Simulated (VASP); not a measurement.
Set up this calculation in VASP 6.6.1, as the native input.

```
Task                   : single point
Functional             : r2SCAN
Potentials or basis    : VASP PAW PBE potentials, release 64 (Zr_sv, H)
Cutoff                 : 520 eV
k mesh                 : 11 × 11 × 11
Occupations            : methfessel-paxton, width 0.05 eV
Spin                   : no spin polarisation
Dipole correction      : no
Further INCAR settings : ALGO = Normal; EDIFF = 1e-06; NBANDS = 14
```

The system is ZrH2.

```
Zr H
1.0
     0.00000    2.39987    2.39987
     2.39987    0.00000    2.39987
     2.39987    2.39987    0.00000
Zr H
1 2
Direct
  0.00000 0.00000 0.00000
  0.75000 0.75000 0.75000
  0.25000 0.25000 0.25000
```

One way to write it, as run:

POSCAR

```
ZrH2
1.0
    0.0000000000      2.3998675262      2.3998675262
    2.3998675262      0.0000000000      2.3998675262
    2.3998675262      2.3998675262      0.0000000000
Zr H
1 2
Direct
    0.0000000000      0.0000000000      0.0000000000
    0.7500000000      0.7500000000      0.7500000000
    0.2500000000      0.2500000000      0.2500000000
```

INCAR.step1

```
ALGO = Normal
EDIFF = 1E-4
ENCUT = 520
GGA = PE
ISMEAR = 1
LASPH = True
LCHARG = False
LREAL = False
LWAVE = True
NBANDS = 14
NELM = 80
PREC = Accurate
SIGMA = 0.05
```

INCAR.step2

```
ALGO = Normal
EDIFF = 1E-6
ENCUT = 520
ISIF = 2
ISMEAR = 1
ISTART = 1
LASPH = True
LCHARG = False
LMIXTAU = True
LREAL = False
LWAVE = False
METAGGA = R2SCAN
NBANDS = 14
NELM = 80
PREC = Accurate
SIGMA = 0.05
```

KPOINTS

```
k-points
0
Gamma
  11 11 11
```

Potentials or basis: VASP PAW PBE potentials, release 64 (Zr_sv, H).

The run is started by

```bash
$ cat potpaw_PBE.64/Zr_sv/POTCAR potpaw_PBE.64/H/POTCAR > POTCAR
$ cp INCAR.step1 INCAR
$ mpirun -np 1 vasp_std > vasp.out
$ cp INCAR.step2 INCAR
$ mpirun -np 1 vasp_std > vasp.out
```

Results of the run:

The pressure is -0.2 GPa and the band gap on the k mesh is zero (bands 7 and 8 overlap by 0.71 eV).

Caveat: the PAW data sets were made with another functional, which shifts forces and pressure a little.

It took 2 min on 1 thread of Intel Xeon 8259CL, with other jobs on the host, peak memory 0.18 GiB.
